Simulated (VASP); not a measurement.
The system is Sr2Si4Bi.

```
Sr Si Bi
1.0
     4.20952    0.00000    0.00000
     0.00000    4.20952    0.00000
     0.00000    0.00000   10.92169
Sr Si Bi
2 4 1
Cartesian
  0.0000 0.0000 8.4513
  0.0000 0.0000 2.4704
  2.1048 2.1048 9.8217
  2.1048 2.1048 7.0808
  2.1048 2.1048 3.8408
  2.1048 2.1048 1.1000
  0.0000 0.0000 0.0000
```

```yaml
Program: VASP 6.6.1
Task: relaxation of cell and atoms
Functional: PBE
Dispersion: D3(BJ)
Potentials_or_basis: VASP PAW PBE potentials, release 64 (Sr_sv, Si, Bi_d)
Cutoff: 600 eV
k_mesh: 4 × 4 × 2
Occupations: gaussian, width 0.1 eV
Spin: no spin polarisation
```

At the start: pressure 9.0 GPa; volume 27.65 Å³/atom.

Q: Where does the relaxation end?

A: Over 19 steps the energy falls by 809.2 meV/atom and the volume is 26.93 Å³/atom (-2.6 %); space group P4/mmm (No. 123, to 0.1 Å) before and after.

Step by step:
| step | energy change (eV) | largest force (eV/Å) | pressure (GPa) | volume (Å³) |
| --- | --- | --- | --- | --- |
| 1 | 0.0000 | 8.9274 | 9.05 | 193.53 |
| 2 | -2.8975 | 0.3339 | -3.99 | 235.94 |
| 3 | -3.7741 | 1.0745 | -2.82 | 216.47 |
| 4 | -3.7777 | 1.1544 | -2.71 | 215.84 |
| 5 | -3.7779 | 1.2902 | -2.51 | 214.82 |
| 6 | -4.0799 | 1.1576 | -0.76 | 202.65 |
| 7 | -4.2049 | 0.9608 | 2.03 | 189.35 |
| 8 | -4.4437 | 0.8645 | 1.97 | 188.37 |
| 9 | -5.1313 | 1.0492 | 1.81 | 184.81 |
| 10 | -4.6294 | 2.6883 | 6.75 | 174.80 |
| 11 | -5.3987 | 0.9634 | 2.28 | 182.41 |
| 12 | -5.4793 | 0.6029 | 3.71 | 178.86 |
| 13 | -5.5208 | 0.7778 | 3.14 | 180.03 |
| 14 | -5.5412 | 0.5810 | -2.13 | 197.34 |
| 15 | -5.6621 | 0.1271 | 0.13 | 188.51 |
| 16 | -5.6621 | 0.1283 | 0.15 | 188.34 |
| 17 | -5.6634 | 0.1095 | -0.03 | 188.58 |
| 18 | -5.6641 | 0.0420 | 0.04 | 188.49 |
| 19 | -5.6641 | 0.0381 | 0.06 | 188.49 |

Final structure:
```cif
data_structure
_symmetry_space_group_name_H-M 'P 1'
_symmetry_Int_Tables_number 1
_cell_length_a 4.3126
_cell_length_b 4.3126
_cell_length_c 10.1346
_cell_angle_alpha 90.000
_cell_angle_beta 90.000
_cell_angle_gamma 90.000
_cell_volume 188.49
loop_
_atom_site_label
_atom_site_type_symbol
_atom_site_fract_x
_atom_site_fract_y
_atom_site_fract_z
_atom_site_occupancy
Sr1 Sr 0.00000 0.00000 0.68739 1
Sr2 Sr 0.00000 0.00000 0.31261 1
Si1 Si 0.50000 0.50000 0.88491 1
Si2 Si 0.50000 0.50000 0.65609 1
Si3 Si 0.50000 0.50000 0.34391 1
Si4 Si 0.50000 0.50000 0.11509 1
Bi1 Bi 0.00000 0.00000 0.00000 1
```

Caveat: the k points lie up to 0.36 Å⁻¹ apart in the final cell, too coarse for converged energies and pressures of a metal.
